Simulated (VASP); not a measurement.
# WC (P-6m2) in VASP: further runs

WC is run at these levels: PBE; tasks: single point.

Everything below comes from runs of VASP 6.6.1. Logs are shortened: lines on timing, memory, paths and dates and some standing lists are left out, and cuts for length are marked.

## 1. The cell of the first run

Symmetry: P-6m2, No. 187, hexagonal system. Conventional cell: a = 2.922 Å, b = 2.922 Å, c = 2.847 Å, α = 90.00°, β = 90.00°, γ = 120.00°. Within 3.0 Å of W (site symmetry -6m2) lie 6 C at 2.21 Å and 8 W at 2.85 to 2.92 Å. C (site symmetry -6m2) has 6 W at 2.21 Å and 8 C at 2.85 to 2.92 Å within 3.0 Å.

## 2. Single point, PBE

The input, INCAR:

```
SYSTEM = WC
  ALGO = Normal
  EDIFF = 1E-6
  ENCUT = 910
  GGA = PE
  GGA_COMPAT = .False.
  ISIF = 2
  ISMEAR = 0
  ISYM = 0
  LASPH = .True.
  LCHARG = .True.
  LELF = .True.
  LREAL = .False.
  LVHAR = .True.
  LWAVE = .False.
  NBANDS = 16
  NELM = 120
  PREC = Accurate
  SIGMA = 0.1
```

The input, KPOINTS:

```
k-points
0
Gamma
  13 9 18
  0 0 0
```

The input, POSCAR:

```
WC
1.0
    2.9217716517      0.0000000000      0.0000000000
   -1.4608858259      3.8089897978      0.0000000000
    0.0000000000     -2.1280815968      1.8913248818
W C
1 1
Direct
    0.0000000000      0.0000000000      0.0000000000
    0.3333333333      0.6666666667      0.1666666667
```

Potentials or basis: VASP PAW PBE potentials, release 64 (W_sv, C_h).

Started as:

```sh
> cat potpaw_PBE.64/W_sv/POTCAR potpaw_PBE.64/C_h/POTCAR > POTCAR
> mpirun -np 1 vasp_std > vasp.out
```

OUTCAR:

```text
SYSTEM = WC
   EDIFF = 1E-6
   ENCUT = 910
   GGA = PE
   ISIF = 2
   ISMEAR = 0
   ISYM = 0
   LASPH = .True.
   LREAL = .False.
   NELM = 120
   PREC = Accurate

 ion  position               nearest neighbor table
   1  0.000  0.000  0.000-   2 2.21   2 2.21   2 2.21   2 2.21   2 2.21   2 2.21
   2  0.333  0.667  0.167-   1 2.21   1 2.21   1 2.21   1 2.21   1 2.21   1 2.21

IMPORTANT INFORMATION: All symmetrisations will be switched off!
NOSYMM: (Re-)initialisation of all symmetry stuff for point group C_1.

----------------------------------------------------------------------------------------

                                     Primitive cell

  volume of cell :      21.0486

  direct lattice vectors                    reciprocal lattice vectors
     2.921771652  0.000000000  0.000000000     0.342258095  0.131268401  0.147700626
    -1.460885826  3.808989798  0.000000000     0.000000000  0.262536802  0.295401251
     0.000000000 -2.128081597  1.891324882     0.000000000  0.000000000  0.528729892

  length of vectors
     2.921771652  4.079533144  2.847075884     0.395205607  0.395205607  0.528729892

  position of ions in fractional coordinates (direct lattice)
     0.000000000  0.000000000  0.000000000
     0.333333333  0.666666667  0.166666667

  ion indices of the primitive-cell ions
   primitive index   ion index
                 1           1
                 2           2

----------------------------------------------------------------------------------------

 KPOINTS: k-points

Automatic generation of k-mesh.
 Grid dimensions read from file:
 generate k-points for:   13    9   18

 Generating k-lattice:

  Cartesian coordinates                     Fractional coordinates (reciprocal lattice)
     0.026327546  0.010097569  0.011361587     0.076923077  0.000000000 -0.000000000
     0.000000000  0.029170756  0.032822361     0.000000000  0.111111111  0.000000000
     0.000000000  0.000000000  0.029373883     0.000000000  0.000000000  0.055555556

  Length of vectors
     0.030400431  0.043911734  0.029373883

  Shift w.r.t. Gamma in fractional coordinates (k-lattice)
     0.000000000  0.000000000  0.000000000

 -----------------------------------------------------------------------------
|                                                                             |
|           W    W    AA    RRRRR   N    N  II  N    N   GGGG   !!!           |
|           W    W   A  A   R    R  NN   N  II  NN   N  G    G  !!!           |
|           W    W  A    A  R    R  N N  N  II  N N  N  G       !!!           |
|           W WW W  AAAAAA  RRRRR   N  N N  II  N  N N  G  GGG   !            |
|           WW  WW  A    A  R   R   N   NN  II  N   NN  G    G                |
|           W    W  A    A  R    R  N    N  II  N    N   GGGG   !!!           |
|                                                                             |
|     Your reciprocal lattice and k-lattice belong to different lattice       |
|     classes:                                                                |
|                                                                             |
|        The reciprocal lattice is hexagonal,                                 |
|        whereas your k-lattice is base-centered monoclinic.                  |
|                                                                             |
|     Results are often still useful ...                                      |
|                                                                             |
 -----------------------------------------------------------------------------

 WARNING: IBZKPT: internal override: KBLOWUP is changed to .FALSE.
      ... skipping the blow-up phase ...

 Subroutine IBZKPT returns following result:
 ===========================================

 Found   1054 irreducible k-points:

 Following reciprocal coordinates:
            Coordinates               Weight
  0.000000  0.000000  0.000000      1.000000
  0.076923 -0.000000  0.000000      2.000000
  0.153846  0.000000  0.000000      2.000000
  0.230769 -0.000000  0.000000      2.000000
  0.307692  0.000000  0.000000      2.000000
  0.384615 -0.000000  0.000000      2.000000
[... 16 lines left out ...]
  0.153846  0.222222  0.000000      2.000000
  0.230769  0.222222  0.000000      2.000000
 [... further k-points ...]
   k-points           NKPTS =   1054   k-points in BZ     NKDIM =   1054   number of bands    NBANDS=     16
   number of dos      NEDOS =    301   number of ions     NIONS =      2
   total plane-waves  NPLWV =  33600
   dimension x,y,z NGX =    30 NGY =   40 NGZ =   28
   dimension x,y,z NGXF=    60 NGYF=   80 NGZF=   56
   ions per type =               1   1
   NGX,Y,Z   is equivalent  to a cutoff of  17.07, 16.30, 16.35 a.u.
   NGXF,Y,Z  is equivalent  to a cutoff of  34.14, 32.60, 32.70 a.u.
 SYSTEM =  WC
   PREC   = accura    normal or accurate (medium, high low for compatibility)
   ISTART =      0    job   : 0-new  1-cont  2-samecut
   ICHARG =      2    charge: 1-file 2-atom 10-const
   ISPIN  =      1    spin polarized calculation?
   LNONCOLLINEAR =      F non collinear calculations
   LSORBIT =      F    spin-orbit coupling
   LASPH  =      T    aspherical Exc in radial PAW
   ENCUT  =  910.0 eV  66.88 Ry    8.18 a.u.   7.19 10.03  7.00*2*pi/ulx,y,z
   NELM   =    120;   NELMIN=  2; NELMDL= -5     # of ELM steps
   EDIFF  = 0.1E-05   stopping-criterion for ELM
   LREAL  =      F    real-space projection
   EDIFFG = 0.1E-04   stopping-criterion for IOM
   NSW    =      0    number of steps for IOM
   IBRION =     -1    ionic relax: 0-MD 1-quasi-New 2-CG
   NFREE  =      0    steps in history (QN), initial steepest desc. (CG)
   ISIF   =      2    stress and relaxation
   ISYM   =      0    0-nonsym 1-usesym 2-fastsym
   POTIM  = 0.5000    time-step for ionic-motion
   TEBEG  =    0.0;   TEEND  =   0.0 temperature during run
   PSTRESS=    0.0 pullay stress
   NELECT =      18.0000    total number of electrons
   NUPDOWN=      -1.0000    fix difference up-down
   EMIN   =  10.00;   EMAX   =-10.00  energy-range for DOS
   EFERMI =   0.00;   METHOD = LEGACY
   ISMEAR =     0;   SIGMA  =   0.10  broadening in eV -4-tet -1-fermi 0-gaus
   EFERMI_NEDOS =   21; number of points for ismear=-14 and -15
   IALGO  =     38    algorithm
   IMIX   =      4    mixing-type and parameters
     AMIX     =   0.40;   BMIX     =  1.00
     AMIX_MAG =   1.60;   BMIX_MAG =  1.00
  volume/ion in A,a.u.               =      10.52        71.02
  Fermi-wavevector in a.u.,A,eV,Ry     =   1.553907  2.936458 32.852980  2.414626
  Thomas-Fermi vector in A             =   2.658070
   LORBIT       =      0    0 simple, 1 ext, 2 COOP (PROOUT), +10 PAW based schemes
   GGA     = PE    functional components
   LHFCALC =     F    Hartree Fock is set to
   AEXX    =    0.0000 exact exchange contribution
   IVDW    =     0    specifies the selected vdW correction
   LEPSILON=     F    determine dielectric tensor
   LRPA    =     F    only Hartree local field effects (RPA)
 non-spin polarized calculation
 Gauss-broadening in eV      SIGMA  =   0.10
  energy-cutoff  :      910.00
  volume of cell :       21.05
 maximum number of plane-waves:      1334
 NGX is ok and might be reduce to    30

 number of electron      18.0000000 magnetization

 Free energy of the ion-electron system (eV)
  ---------------------------------------------------
  ext. energy  EPLUGINS =         0.00000000
  ---------------------------------------------------
  free energy    TOTEN  =       -22.45575893 eV

  energy without entropy =      -22.45388029  energy(sigma->0) =      -22.45481961

 E-fermi :  11.1989     XC(G=0): -13.7549

 val. band max:       11.1833768455   @ k =   0.0769  -0.0000   0.4444
 cond. band min:      11.2023657011   @ k =  -0.3846  -0.3333   0.0556
 fundamental gap:      0.0189888556
 Fermi energy:        11.1989191511

 k-point     1 :       0.0000    0.0000    0.0000
  band No.  band energies     occupation
      1     -62.8303      2.00000
      2     -26.8063      2.00000
      3     -26.7169      2.00000
      4     -26.7159      2.00000
      5      -3.1370      2.00000
      6       6.9744      2.00000
[... 8 lines left out ...]
     15      25.4196      0.00000
     16      27.8015      0.00000

 k-point     2 :       0.0769   -0.0000    0.0000
  band No.  band energies     occupation
      1     -62.8272      2.00000
      2     -26.8003      2.00000
      3     -26.7631      2.00000
      4     -26.7266      2.00000
      5      -2.9847      2.00000
      6       7.0157      2.00000
[... 8 lines left out ...]
     15      25.1181      0.00000
     16      28.1229      0.00000

 k-point     3 :       0.1538    0.0000    0.0000
  band No.  band energies     occupation
      1     -62.8186      2.00000
      2     -26.8900      2.00000
      3     -26.7839      2.00000
      4     -26.7557      2.00000
      5      -2.5499      2.00000
      6       6.7020      2.00000
[... 8 lines left out ...]
     15      24.7963      0.00000
     16      29.0174      0.00000

 k-point     4 :       0.2308   -0.0000    0.0000
  band No.  band energies     occupation
      1     -62.8065      2.00000
      2     -27.0651      2.00000
      3     -26.7963      2.00000
      4     -26.7605      2.00000
      5      -1.8969      2.00000
      6       5.9522      2.00000
[... 8 lines left out ...]
     15      24.9790      0.00000
     16      29.3851      0.00000

 k-point     5 :       0.3077    0.0000    0.0000
  band No.  band energies     occupation
      1     -62.7937      2.00000
      2     -27.2461      2.00000
      3     -26.8391      2.00000
      4     -26.7356      2.00000
      5      -1.1278      2.00000
      6       5.2131      2.00000
[... 8 lines left out ...]
     15      25.7970      0.00000
     16      28.1546      0.00000

 k-point     6 :       0.3846   -0.0000    0.0000
  band No.  band energies     occupation
      1     -62.7830      2.00000
      2     -27.3928      2.00000
      3     -26.8744      2.00000
      4     -26.7149      2.00000
      5      -0.3926      2.00000
      6       4.6264      2.00000
[... 8 lines left out ...]
     15      25.3148      0.00000
     16      27.9747      0.00000

 k-point     7 :       0.4615   -0.0000    0.0000
  band No.  band energies     occupation
      1     -62.7770      2.00000
      2     -27.4743      2.00000
      3     -26.8942      2.00000
      4     -26.7032      2.00000
      5       0.0894      2.00000
      6       4.2826      2.00000
[... 8 lines left out ...]
     15      24.0473      0.00000
     16      28.9525      0.00000

 k-point     8 :       0.0000    0.1111    0.0000
  band No.  band energies     occupation
      1     -62.8240      2.00000
      2     -26.8104      2.00000
      3     -26.7942      2.00000
      4     -26.7383      2.00000
      5      -2.8234      2.00000
      6       6.9692      2.00000
[... 8 lines left out ...]
     15      24.9374      0.00000
     16      28.4584      0.00000

 k-point     9 :       0.0769    0.1111    0.0000
  band No.  band energies     occupation
      1     -62.8172      2.00000
      2     -26.9062      2.00000
      3     -26.7811      2.00000
      4     -26.7652      2.00000
      5      -2.4754      2.00000
      6       6.6294      2.00000
[... 8 lines left out ...]
     15      24.7964      0.00000
     16      28.9985      0.00000
[... 172 lines left out ...]
 k-point    19 :      -0.1538    0.1111    0.0000
  band No.  band energies     occupation
      1     -62.8208      2.00000
      2     -26.8567      2.00000
      3     -26.7881      2.00000
      4     -26.7495      2.00000
      5      -2.6627      2.00000
      6       6.8332      2.00000
[... 8 lines left out ...]
     15      24.8402      0.00000
     16      28.7356      0.00000

 k-point    20 :      -0.0769    0.1111   -0.0000
  band No.  band energies     occupation
      1     -62.8253      2.00000
      2     -26.7967      2.00000
      3     -26.7910      2.00000
      4     -26.7340      2.00000
      5      -2.8888      2.00000
      6       7.0026      2.00000
[... 8 lines left out ...]
     15      25.0011      0.00000
     16      28.3061      0.00000

 k-point    21 :       0.0000    0.2222    0.0000
  band No.  band energies     occupation
      1     -62.8080      2.00000
      2     -27.0437      2.00000
      3     -26.7923      2.00000
      4     -26.7633      2.00000
      5      -1.9774      2.00000
      6       6.0390      2.00000
[... 8 lines left out ...]
     15      24.9233      0.00000
     16      29.4119      0.00000

 k-point    22 :       0.0769    0.2222    0.0000
  band No.  band energies     occupation
      1     -62.8000      2.00000
      2     -27.1449      2.00000
      3     -26.8323      2.00000
      4     -26.7478      2.00000
      5      -1.5115      2.00000
      6       5.6050      2.00000
[... 8 lines left out ...]
     15      25.3090      0.00000
     16      29.0287      0.00000

 k-point    23 :       0.1538    0.2222    0.0000
  band No.  band energies     occupation
      1     -62.7902      2.00000
      2     -27.2439      2.00000
      3     -26.9053      2.00000
      4     -26.7288      2.00000
      5      -0.8758      2.00000
      6       5.1672      2.00000
[... 8 lines left out ...]
     15      25.9674      0.00000
     16      28.0540      0.00000

 k-point    24 :       0.2308    0.2222    0.0000
  band No.  band energies     occupation
      1     -62.7808      2.00000
      2     -27.3196      2.00000
      3     -26.9928      2.00000
      4     -26.7106      2.00000
      5      -0.1751      2.00000
      6       4.8170      2.00000
[... 8 lines left out ...]
     15      26.5546      0.00000
     16      27.5257      0.00000

 [... further k-points ...]

------------------------ aborting loop because EDIFF is reached ----------------------------------------

  FORCE on cell =-STRESS in cart. coord.  units (eV):
  Direction    XX          YY          ZZ          XY          YZ          ZX
  --------------------------------------------------------------------------------------
  -------------------------------------------------------------------------------------
  Total        0.1265263      0.1295437      0.1283922     -0.0108043     -0.0071535     -0.0122765
  in kB        9.6309531      9.8606297      9.7729763     -0.8224025     -0.5445138     -0.9344673
  external PRESSURE =       9.7548530 kB  Pullay stress =       0.0000000 kB

 VOLUME and BASIS-vectors are now :
 -----------------------------------------------------------------------------
  energy-cutoff  :      910.00
  volume of cell :       21.05
      direct lattice vectors                 reciprocal lattice vectors
     2.921771652  0.000000000  0.000000000     0.342258095  0.131268401  0.147700626
    -1.460885826  3.808989798  0.000000000     0.000000000  0.262536802  0.295401251
     0.000000000 -2.128081597  1.891324882     0.000000000  0.000000000  0.528729892

 POSITION                                       TOTAL-FORCE (eV/Angst)
 -----------------------------------------------------------------------------------
      0.00000      0.00000      0.00000         0.000376      0.001667      0.001881
     -0.00000      2.18465      0.31522        -0.000376     -0.001667     -0.001881
 -----------------------------------------------------------------------------------
    total drift:                                0.000005     -0.000001     -0.000007

  FREE ENERGIE OF THE ION-ELECTRON SYSTEM (eV)
  ---------------------------------------------------
  free  energy   TOTEN  =       -22.4557589325 eV

  energy  without entropy=      -22.4538802877  energy(sigma->0) =      -22.45481961
```

Wall time 7.3 min (1 thread of Intel Xeon 6975P-C (Granite Rapids), shared host); peak memory 0.85 GiB.

What came out:

* Free energy: -22.4558 eV
* Pressure: 1.0 GPa
* Band gap on the k mesh: zero (bands 9 and 10 overlap by 1.19 eV)

Forces in eV/Å, atoms in the order of the input:
```
W    0.000  0.002  0.002
C    0.000 -0.002 -0.002
```

Levels at points of the mesh, in eV from the Fermi level:
```csv
k point,band 6,band 7,band 8,band 9,band 10,band 11,band 12,band 13
"(0.00, 0.00, 0.00)",-4.22,-3.28,-3.28,0.10,3.18,3.18,5.56,5.56
"(0.00, 0.00, 0.50)",-6.36,-4.25,-4.15,0.26,4.34,5.21,6.51,9.04
```

Caveat: spin-orbit coupling is left out, which moves the levels of the heavy elements.

## 3. Single point, PBE

This run uses another cell than the first one: it holds 6 atoms, not 2.

The input, INCAR:

```
SYSTEM = WC
PREC = Accurate
ENCUT = 520
EDIFF = 1E-7
ISMEAR = 0
SIGMA = 0.15
LREAL = .FALSE.
LASPH = .TRUE.
NELM = 60
ALGO = Fast
ISIF = 2
LWAVE = .FALSE.
LCHARG = .FALSE.
GGA = PE
NBANDS = 36
```

The input, KPOINTS:

```
Automatic mesh
0
G
  23 23 7
  0 0 0
```

The input, POSCAR:

```
WC
1.0
   -1.4608858258     -2.5303284743      0.0000000000
    1.4608858258     -2.5303284743      0.0000000000
    0.0000000000      0.0000000000      8.5412276451
W C
3 3
Direct
    0.0000000000      0.0000000000      0.3333333333
    0.0000000000      0.0000000000      0.6666666667
    0.0000000000      0.0000000000      0.0000000000
    0.3333333333      0.3333333333      0.1666666667
    0.3333333333      0.3333333333      0.5000000000
    0.3333333333      0.3333333333      0.8333333333
```

Potentials or basis: VASP PAW PBE potentials, release 64 (W_sv, C).

Started as:

```sh
> cat potpaw_PBE.64/W_sv/POTCAR potpaw_PBE.64/C/POTCAR > POTCAR
> mpirun -np 1 vasp_std > vasp.out
```

Run time: 16 min. Hardware: 1 thread of Oxide Virtual Turin-like, shared host; peak memory 0.45 GiB.

The run converged. Its results:

| Item | Value |
| --- | --- |
| Free energy | -67.3519 eV |
| Pressure | 1.1 GPa |
| Band gap on the k mesh | zero (bands 27 and 28 overlap by 1.02 eV) |

Levels at points of the mesh, in eV from the Fermi level:
```
           k point  band 25  band 26  band 27  band 28  band 29  band 30
(0.00, 0.00, 0.00)    -0.09    -0.09    -0.09    -0.09     0.10     2.06
```

Caveat: spin-orbit coupling is left out, which moves the levels of the heavy elements.

The gap in the log of VASP goes by the Fermi energy; the results here count the filled bands.